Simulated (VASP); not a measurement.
KCd (CsCl type), 2 atoms in the cell. The structure is cubic, space group Pm-3m (No. 221). The conventional cell has a = 4.483 Å, b = 4.483 Å, c = 4.483 Å, α = 90.00°, β = 90.00°, γ = 90.00°. Within 5.1 Å of K (site symmetry m-3m) lie 8 Cd at 3.88 Å and 6 K at 4.48 Å. Within 5.1 Å of Cd (site symmetry m-3m) lie 8 K at 3.88 Å and 6 Cd at 4.48 Å. 

* Program: VASP 6.6.1
* Task: relaxation of cell and atoms
* Functional: PBE
* Potentials or basis: VASP PAW PBE potentials, release 64 (K_sv, Cd)
* Cutoff: 600 eV
* k mesh: 9 × 9 × 9
* Occupations: gaussian, width 0.05 eV
* Spin: no spin polarisation
* Dipole correction: no
* Further INCAR settings: ALGO = Normal; EDIFF = 1e-07; IBRION = 2; EDIFFG = -0.05; NSW = 70; ISIF = 3

Potentials or basis: VASP PAW PBE potentials, release 64 (K_sv, Cd).

Run with:

```bash
$ cat potpaw_PBE.64/K_sv/POTCAR potpaw_PBE.64/Cd/POTCAR > POTCAR
$ mpirun -np 1 vasp_std > vasp.out
```

Hardware: 1 thread of Intel(R) Xeon(R) Platinum 8259CL CPU @ 2.50GHz (Skylake/Cascade Lake), on a shared host.

**Question.** How long does it take, and how much memory?

**Answer.** It took 85 s on 1 thread of Intel(R) Xeon(R) Platinum 8259CL CPU @ 2.50GHz (Skylake/Cascade Lake), with other jobs on the host, peak memory 0.25 GiB. Counts: scf iterations 34, k points 35, ion steps 3.
